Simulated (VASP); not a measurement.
Input of a VASP 6.6.1 run:

File INCAR:

```
SYSTEM = NiO
PREC = Accurate
ENCUT = 520
EDIFF = 1E-6
ISMEAR = 0
SIGMA = 0.05
LREAL = .FALSE.
LASPH = .TRUE.
NELM = 150
ALGO = Normal
ISIF = 2
LWAVE = .FALSE.
LCHARG = .TRUE.
ISPIN = 2
MAGMOM = 2 -2 0 0
LORBIT = 11
LMAXMIX = 4
LDAU = .TRUE.
LDAUTYPE = 2
LDAUL = 2 -1
LDAUU = 7.2 0
LDAUJ = 0 0
LDAUPRINT = 1
GGA = PS
LELF = .TRUE.
LVHAR = .TRUE.
NBANDS = 28
```

Contents of KPOINTS:

```
Automatic mesh
0
G
  6 6 6
  0 0 0
```

File POSCAR:

```
NiO
1.0
    0.0000000000      2.0913095126      2.0913095126
    2.0913095126      0.0000000000      2.0913095126
    4.1826190252      4.1826190252      0.0000000000
Ni O
2 2
Direct
    0.0000000000      0.0000000000      0.0000000000
    0.0000000000      0.0000000000      0.5000000000
    0.5000000000      0.5000000000      0.2500000000
    0.5000000000      0.5000000000      0.7500000000
```

Potentials or basis: VASP PAW PBE potentials, release 64 (Ni, O).

Run with:

```sh
$ cat potpaw_PBE.64/Ni/POTCAR potpaw_PBE.64/O/POTCAR > POTCAR
$ mpirun -np 1 vasp_std > vasp.out
```

Question: Predict the net moment.

Answer: 0.00 μB per cell.

Question: Estimate the site moments.

Answer: Ni +1.78, -1.78; O +0.00 μB.

Question: Estimate the pressure.

Answer: -11.2 GPa.

Question: Estimate the band gap on the k mesh.

Answer: 3.40 eV.

Eigenvalues of the final occupation matrices:
| site | spin | trace | eigenvalues |
| --- | --- | --- | --- |
| site 1 d | 1 | 5.04 | 0.99 0.99 0.99 1.04 1.04 |
| site 1 d | 2 | 3.25 | 0.15 0.15 0.98 0.98 0.98 |
| site 2 d | 1 | 3.25 | 0.15 0.15 0.98 0.98 0.98 |
| site 2 d | 2 | 5.04 | 0.99 0.99 0.99 1.04 1.04 |

Caveat: the k points lie up to 0.43 Å⁻¹ apart; the PAW data sets were made with another functional, which shifts forces and pressure a little. The state reached can hang on the start; a lower one may exist.
